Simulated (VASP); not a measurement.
# B3P (P-6m2) in VASP: further runs

The runs below take B3P through single point, relaxation of cell and atoms, with PBE.

All numbers are computed with VASP 6.6.1; they aren't measurements. Logs are shortened: lines on timing, memory, paths and dates and some standing lists are left out, and cuts for length are marked.

**1. The cell of the first run**

Symmetry: P-6m2, No. 187, hexagonal system. The conventional cell has a = 3.966 Å, b = 3.966 Å, c = 3.731 Å, α = 90.00°, β = 90.00°, γ = 120.00°. B (site symmetry mm2) has 4 B at 1.71 to 2.26 Å and 2 P at 1.99 Å within 2.3 Å. P (site symmetry -6m2) has 6 B at 1.99 Å within 2.6 Å.

**2. Single point, PBE**

Contents of INCAR:

```
PREC = Accurate
ENCUT = 500
EDIFF = 1E-6
ISMEAR = 0
SIGMA = 0.1
LREAL = F
LASPH = T
NELM = 120
ALGO = Normal
ISIF = 2
LWAVE = F
LCHARG = F
GGA = PE
NBANDS = 15
GGA_COMPAT = F
```

Contents of KPOINTS:

```
regular mesh
0
Gamma
  12 12 12
```

Contents of POSCAR:

```
B3P
1.0
    3.9663180419      0.0000000000      0.0000000000
   -1.9831590209      3.4349321838      0.0000000000
    0.0000000000      0.0000000000      3.7305864778
B P
3 1
Direct
    0.8563243372      0.1436756628      0.5000000000
    0.8563243372      0.7126486745      0.5000000000
    0.2873513255      0.1436756628      0.5000000000
    0.3333333333      0.6666666667      0.5000000000
```

Potentials or basis: VASP PAW PBE potentials, release 64 (B, P).

Launch:

```console
$ cat potpaw_PBE.64/B/POTCAR potpaw_PBE.64/P/POTCAR > POTCAR
$ mpirun -np 1 vasp_std > vasp.out
```

OUTCAR:

```text
PREC = Accurate
   ENCUT = 500
   EDIFF = 1E-6
   ISMEAR = 0
   LREAL = F
   LASPH = T
   NELM = 120
   ISIF = 2
   GGA = PE

 ion  position               nearest neighbor table
   1  0.856  0.144  0.500-   2 1.71   3 1.71   4 1.99   4 1.99
   2  0.856  0.713  0.500-   1 1.71   3 1.71   4 1.99   4 1.99
   3  0.287  0.144  0.500-   1 1.71   2 1.71   4 1.99   4 1.99
   4  0.333  0.667  0.500-   3 1.99   2 1.99   3 1.99   2 1.99   1 1.99   1 1.99

  LATTYP: Found a hexagonal cell.
 ALAT       =     3.9663180419
 C/A-ratio  =     0.9405666511

  Lattice vectors:

 A1 = (   3.9663180419,   0.0000000000,   0.0000000000)
 A2 = (  -1.9831590209,   3.4349321838,   0.0000000000)
 A3 = (   0.0000000000,   0.0000000000,   3.7305864778)

Analysis of symmetry for initial positions (statically):
=====================================================================
 Subroutine PRICEL returns:
 Original cell was already a primitive cell.

 Routine SETGRP: Setting up the symmetry group for a
 hexagonal supercell.

 Subroutine GETGRP returns: Found 12 space group operations
 (whereof 12 operations were pure point group operations)
 out of a pool of 24 trial point group operations.

The static configuration has the point symmetry D_3h.

Analysis of symmetry for dynamics (positions and initial velocities):
=====================================================================
 Subroutine PRICEL returns:
 Original cell was already a primitive cell.

 Routine SETGRP: Setting up the symmetry group for a
 hexagonal supercell.

 Subroutine GETGRP returns: Found 12 space group operations
 (whereof 12 operations were pure point group operations)
 out of a pool of 24 trial point group operations.

The dynamic configuration has the point symmetry D_3h.

 Subroutine INISYM returns: Found 12 space group operations
 (whereof 12 operations are pure point group operations),
 and found     1 'primitive' translations

----------------------------------------------------------------------------------------

                                     Primitive cell

  volume of cell :      50.8256

  direct lattice vectors                    reciprocal lattice vectors
     3.966318042  0.000000000  0.000000000     0.252122999  0.145563281  0.000000000
    -1.983159021  3.434932184  0.000000000     0.000000000  0.291126563  0.000000000
[... 95 lines left out ...]
   ISIF   =      2    stress and relaxation
   ISYM   =      2    0-nonsym 1-usesym 2-fastsym
   POTIM  = 0.5000    time-step for ionic-motion
   TEBEG  =    0.0;   TEEND  =   0.0 temperature during run
   PSTRESS=    0.0 pullay stress
   NELECT =      14.0000    total number of electrons
   NUPDOWN=      -1.0000    fix difference up-down
   EMIN   =  10.00;   EMAX   =-10.00  energy-range for DOS
   EFERMI =   0.00;   METHOD = LEGACY
   ISMEAR =     0;   SIGMA  =   0.10  broadening in eV -4-tet -1-fermi 0-gaus
   EFERMI_NEDOS =   21; number of points for ismear=-14 and -15
   IALGO  =     38    algorithm
   IMIX   =      4    mixing-type and parameters
     AMIX     =   0.40;   BMIX     =  1.00
     AMIX_MAG =   1.60;   BMIX_MAG =  1.00
  volume/ion in A,a.u.               =      12.71        85.75
  Fermi-wavevector in a.u.,A,eV,Ry     =   1.065181  2.012899 15.437302  1.134610
  Thomas-Fermi vector in A             =   2.200724
   LORBIT       =      0    0 simple, 1 ext, 2 COOP (PROOUT), +10 PAW based schemes
   GGA     = PE    functional components
   LHFCALC =     F    Hartree Fock is set to
   AEXX    =    0.0000 exact exchange contribution
   IVDW    =     0    specifies the selected vdW correction
   LEPSILON=     F    determine dielectric tensor
   LRPA    =     F    only Hartree local field effects (RPA)
 non-spin polarized calculation
 Gauss-broadening in eV      SIGMA  =   0.10
  energy-cutoff  :      500.00
  volume of cell :       50.83
 maximum number of plane-waves:      1346
 NGX is ok and might be reduce to    30
   NGX = 15   NGY = 15   NGZ = 13

 number of electron      14.0000000 magnetization

 Free energy of the ion-electron system (eV)
  ---------------------------------------------------
  ext. energy  EPLUGINS =         0.00000000
  ---------------------------------------------------
  free energy    TOTEN  =       -19.98838233 eV

  energy without entropy =      -19.98288852  energy(sigma->0) =      -19.98563542

 E-fermi :   4.4531     XC(G=0):  -9.6183

 val. band max:        4.4394248886   @ k =   0.0833   0.0833   0.2500
 cond. band min:       4.4624705926   @ k =   0.2500   0.2500   0.3333
 fundamental gap:      0.0230457040
 Fermi energy:         4.4531220951

 k-point     1 :       0.0000    0.0000    0.0000
  band No.  band energies     occupation
      1     -11.2863      2.00000
      2      -3.3161      2.00000
      3      -3.3161      2.00000
      4      -2.5666      2.00000
      5      -0.1752      2.00000
      6       2.2186      2.00000
      7       2.5964      2.00000
      8       2.5964      2.00000
      9       7.3618      0.00000
     10       8.5668      0.00000
     11       9.5664      0.00000
     12       9.5664      0.00000
     13      14.0968      0.00000
     14      14.0968      0.00000
[... 401 lines left out ...]
      2      -6.7728      2.00000
      3      -3.6434      2.00000
      4      -2.5505      2.00000
      5       0.8509      2.00000
      6       4.0503      2.00000
      7       4.3990      1.55622
      8       4.6872      0.00093
      9       7.4480      0.00000
     10       8.4027      0.00000
     11       8.6844      0.00000
     12       8.9442      0.00000
     13      10.9468      0.00000
     14      11.7282      0.00000
     15      13.6916      0.00000

 [... further k-points ...]
[... 5 lines left out ...]
  --------------------------------------------------------------------------------------
  -------------------------------------------------------------------------------------
  Total       -0.0636361     -0.0636361     -0.0188949     -0.0000000      0.0000000      0.0000000
  in kB       -2.0060010     -2.0060010     -0.5956255     -0.0000000      0.0000000      0.0000000
  external PRESSURE =      -1.5358759 kB  Pullay stress =       0.0000000 kB

 VOLUME and BASIS-vectors are now :
 -----------------------------------------------------------------------------
  energy-cutoff  :      500.00
  volume of cell :       50.83
      direct lattice vectors                 reciprocal lattice vectors
     3.966318042  0.000000000  0.000000000     0.252122999  0.145563281  0.000000000
    -1.983159021  3.434932184  0.000000000     0.000000000  0.291126563  0.000000000
     0.000000000  0.000000000  3.730586478     0.000000000  0.000000000  0.268054368

 POSITION                                       TOTAL-FORCE (eV/Angst)
 -----------------------------------------------------------------------------------
      3.11152      0.49352      1.86529        -0.015986      0.009230     -0.000000
      1.98316      2.44790      1.86529        -0.000000     -0.018460     -0.000000
      0.85480      0.49352      1.86529         0.015986      0.009230     -0.000000
     -0.00000      2.28995      1.86529        -0.000000      0.000000      0.000000
 -----------------------------------------------------------------------------------
    total drift:                                0.000000     -0.000000      0.000000

  FREE ENERGIE OF THE ION-ELECTRON SYSTEM (eV)
  ---------------------------------------------------
  free  energy   TOTEN  =       -19.9883823281 eV

  energy  without entropy=      -19.9828885166  energy(sigma->0) =      -19.98563542
```

stdout:

```text
POSCAR found type information on POSCAR B P
 POSCAR found :  2 types and       4 ions
 scaLAPACK will be used
 LDA part: xc-table for (Slater+PW92), standard interpolation
 POSCAR, INCAR and KPOINTS ok, starting setup
 FFT: planning ... GRIDC
 FFT: planning ... GRID_SOFT
 FFT: planning ... GRID
 WAVECAR not read
 entering main loop
```

Wall time 99 s (1 thread of Intel Xeon Platinum 8259CL at 2.50GHz (Skylake/Cascade Lake), shared host); peak memory 0.22 GiB.

Results:

| Item | Value |
| --- | --- |
| Free energy | -19.9884 eV |
| Pressure | -0.2 GPa |
| Largest force | 0.018 eV/Å |
| Band gap on the k mesh | zero (band 7 reaches 5.47 eV, above the bottom of band 8 at 2.60 eV) |

Forces on the atoms (eV/Å):
```
B   -0.016  0.009  0.000
B    0.000 -0.018  0.000
B    0.016  0.009  0.000
P    0.000  0.000  0.000
```

Stress tensor (GPa, compression positive):
```
-0.20  0.00  0.00
 0.00 -0.20  0.00
 0.00  0.00 -0.06
```

Levels at points of the mesh, in eV from the Fermi level:
| k point | band 3 | band 4 | band 5 | band 6 | band 7 | band 8 | band 9 | band 10 | band 11 | band 12 |
| --- | --- | --- | --- | --- | --- | --- | --- | --- | --- | --- |
| (0.00, 0.00, 0.00) | -7.77 | -7.02 | -4.63 | -2.23 | -1.86 | -1.86 | 2.91 | 4.11 | 5.11 | 5.11 |
| (0.50, 0.00, 0.00) | -8.20 | -7.23 | -2.39 | -1.15 | 0.90 | 1.29 | 3.00 | 3.84 | 4.22 | 5.01 |
| (0.00, 0.00, 0.50) | -7.65 | -6.87 | -6.71 | -1.80 | -1.52 | -1.52 | 2.62 | 3.87 | 3.87 | 7.16 |
| (0.50, 0.00, 0.50) | -8.03 | -6.99 | -4.33 | -3.15 | 1.01 | 1.51 | 2.22 | 2.40 | 3.93 | 5.45 |

Caveat: this functional lacks dispersion, which binds the layers, so the pressure and a relaxed spacing across them are unreliable.

(Part 1 of 2 ends here.)
